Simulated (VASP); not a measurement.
Set up this calculation in VASP 6.6.1, as the native input.

```
Task                   : single point
Functional             : revPBE
Potentials or basis    : VASP PAW PBE potentials, release 64 (Te, Pb_d)
Cutoff                 : 520 eV
k mesh                 : 5 × 5 × 5
Occupations            : gaussian, width 0.01 eV
Spin                   : no spin polarisation
Dipole correction      : no
Further INCAR settings : ALGO = Normal; EDIFF = 1e-06; NBANDS = 17
```

The structure of TePb lies in POSCAR:

```
TePb
1.0
    0.0000000000      3.2310000000      3.2310000000
    3.2310000000      0.0000000000      3.2310000000
    3.2310000000      3.2310000000      0.0000000000
Te Pb
1 1
Direct
    0.5000000000      0.5000000000      0.5000000000
    0.0000000000      0.0000000000      0.0000000000
```

The input as run:

INCAR

```
ALGO = Normal
EDIFF = 1E-6
ENCUT = 520
GGA = RE
ISIF = 2
ISMEAR = 0
LASPH = True
LCHARG = False
LREAL = False
LWAVE = False
NBANDS = 17
NELM = 80
PREC = Accurate
SIGMA = 0.01
```

KPOINTS

```
k-points
0
Gamma
  5 5 5
```

Potentials or basis: VASP PAW PBE potentials, release 64 (Te, Pb_d).

Launch:

```sh
$ cat potpaw_PBE.64/Te/POTCAR potpaw_PBE.64/Pb_d/POTCAR > POTCAR
$ mpirun -np 1 vasp_std > vasp.out
```

Results of the run:

* Pressure: 3.2 GPa

Caveat: the PAW data sets were made with another functional, which shifts forces and pressure a little.

Run time: 23 s on 1 thread of Intel(R) Xeon(R) Platinum 8375C CPU @ 2.90GHz (Ice Lake) (shared host), peak memory 0.21 GiB.
